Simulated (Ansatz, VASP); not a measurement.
**MgO: VASP beside Ansatz**

```xyz
10
Lattice="2.9887 0.0000 0.0000 -1.4943 2.5883 0.0000 0.0000 0.0000 12.6097" Properties=species:S:1:pos:R:3 pbc="T T T"
Mg    0.0000    0.0000    0.0000
Mg    0.0000    1.7255    2.4609
Mg    1.4943    0.8628    4.9982
Mg    0.0000    1.7255    7.6115
Mg    1.4943    0.8628   10.1488
O     1.4943    0.8628    1.2304
O     0.0000    0.0000    3.6875
O     0.0000    0.0000    6.3048
O     0.0000    0.0000    8.9222
O     0.0000    1.7255   11.3793
```

Alike in both runs: functional PBE; k mesh 9 × 9 × 3; occupations gaussian, width 0.02 eV; no spin polarisation.

Ansatz relaxed the structure, and its values are those at the end. VASP's run is a single point on that final structure, the one shown.

```csv
,VASP,Ansatz
version,VASP 6.6.1,Ansatz 0.2.0
potentials or method,"VASP PAW PBE potentials, release 64 (Mg, O), cutoff 520 eV","scalar-relativistic, plane waves, PAW"
valence electrons in the cell,40,80
```

Ansatz gave:

- gap on the k mesh at the Fermi level (eV): 3.67
- least direct gap on the mesh (eV): 3.67
- pressure (GPa): 0.0

Question: Which values does VASP return?

Answer: gap on the k mesh at the Fermi level (eV): 3.65; least direct gap on the mesh (eV): 3.65; pressure (GPa): -0.7.

With one functional, cell and mesh, what is left measures potentials, basis and numerics. VASP's potentials hold 40 valence electrons a cell and Ansatz's 80, so a difference there can come from the potentials and not from the codes.
